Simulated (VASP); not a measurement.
Input of a VASP 6.6.1 run:

File INCAR:

```
PREC     = Accurate       # precision mode
ENCUT    = 520            # plane-wave cutoff, eV
EDIFF    = 1E-6           # SCF threshold, eV
ISMEAR   = 0              # smearing method
SIGMA    = 0.15           # smearing width, eV
LREAL    = False          # projectors in reciprocal space
LASPH    = True           # aspherical terms in the spheres
NELM     = 100            # most SCF steps
ALGO     = Normal         # electronic algorithm
ISIF     = 2              # what is computed and relaxed
LWAVE    = False          # write WAVECAR
LCHARG   = False          # write CHGCAR
GGA      = PS             # functional
NBANDS   = 16             # bands
```

The input KPOINTS:

```
Automatic mesh
0
Gamma
  14 14 14
```

File POSCAR:

```
GaSb
1.0
    0.0000000000      3.1660650000      3.0590000000
    3.0590000000      0.0000000000      3.0590000000
    3.0590000000      3.1660650000      0.0000000000
Ga Sb
1 1
Direct
    0.0000000000      0.0000000000      0.0000000000
    0.7500000000      0.7500000000      0.7500000000
```

Potentials or basis: VASP PAW PBE potentials, release 64 (Ga_d, Sb).

Command:

```sh
$ cat potpaw_PBE.64/Ga_d/POTCAR potpaw_PBE.64/Sb/POTCAR > POTCAR
$ mpirun -np 1 vasp_std > vasp.out
```

(1) Predict the band gap on the k mesh.

(2) What does it give for the pressure?

Results:

(1) zero (filled and empty bands touch).

(2) -1.7 GPa.

Caveat: the cell differs from its parent crystal (strain +0.0350 x Voigt [0, 1, 0, 0, 0, 0]); semilocal functionals underestimate gaps, so a narrow gap can read as zero; the PAW data sets were made with another functional, which shifts forces and pressure a little; spin-orbit coupling is left out, which moves the levels of the heavy elements.
